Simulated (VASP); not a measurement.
Runs of VASP 6.6.1 on Ti3Al. The structure is that of space group Fm-3m (No. 225), or close to it. The cells are those of the table. 

| cell | gap on the mesh (eV) | pressure (GPa) |
| --- | --- | --- |
| a = 4.493 Å, angles 60.0°, 4 atoms | none | 0.0 |
| a = 4.631 Å, angles 60.0°, 4 atoms | none | (b) |
| a = 4.586 Å, angles 60.0°, 4 atoms | none | -6.5 |
| a = 4.540 Å, angles 60.0°, 4 atoms | none | -3.5 |
| a = 4.675 Å, angles 60.0°, 4 atoms | none | (a) |

Alike in all rows: task single point; level PBEsol+D4; potentials or basis VASP PAW PBE potentials, release 64 (Ti_sv, Al); no spin polarisation; k mesh 6 × 6 × 6; cutoff (eV) 520; smearing fermi-dirac 0.15 eV.

Problem. Fill in the values left out.

Solution. (a) -11.4; (b) -9.1.

Caveats: the PAW data sets were made with another functional, which shifts forces and pressure a little; pairwise dispersion overbinds metals, which lowers pressure and volume.

A gap of «none» marks levels without a gap at the run's occupations.
